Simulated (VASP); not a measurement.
Input of a VASP 6.6.1 run:

Contents of INCAR:

```
SYSTEM = Si7Ge
ALGO = Normal ; EDIFF = 1E-6
ENCUT = 520 ; GGA = PS
ISIF = 2 ; ISMEAR = 0
LASPH = .True. ; LCHARG = .False.
LREAL = .False. ; LWAVE = .False.
NBANDS = 31 ; NELM = 60
PREC = Accurate ; SIGMA = 0.03
```

File KPOINTS:

```
k-points
0
Gamma
  6 6 6
  0 0 0
```

POSCAR

```
Si7Ge
1.0
    5.4591768144      0.0000000000      0.0000000000
    0.0000000000      5.4591768144      0.0000000000
    0.0000000000      0.0000000000      5.4591768144
Si Ge
7 1
Direct
    0.2525976817      0.2525976817      0.2525976817
    0.0000000000      0.5000000000      0.5000000000
    0.5000000000      0.5000000000      0.0000000000
    0.5000000000      0.0000000000      0.5000000000
    0.7474023183      0.2525976817      0.7474023183
    0.7474023183      0.7474023183      0.2525976817
    0.2525976817      0.7474023183      0.7474023183
    0.0000000000      0.0000000000     -0.0824300101
```

Potentials or basis: VASP PAW PBE potentials, release 64 (Si, Ge_d).

Launch:

```sh
$ cat potpaw_PBE.64/Si/POTCAR potpaw_PBE.64/Ge_d/POTCAR > POTCAR
$ mpirun -np 1 vasp_std > vasp.out
```

(1) Estimate the band gap on the k mesh.

(2) Predict the pressure.

## Answers

(1) zero (bands 21 and 22 overlap by 0.06 eV).

(2) 1.7 GPa.

Caveat: the cell differs from its parent crystal (atom 8 (Ge) moved -0.450 Å along Cartesian [0 0 1]); semilocal functionals underestimate gaps, and a narrow one can read as zero; the PAW data sets were made with another functional, which shifts forces and pressure a little.
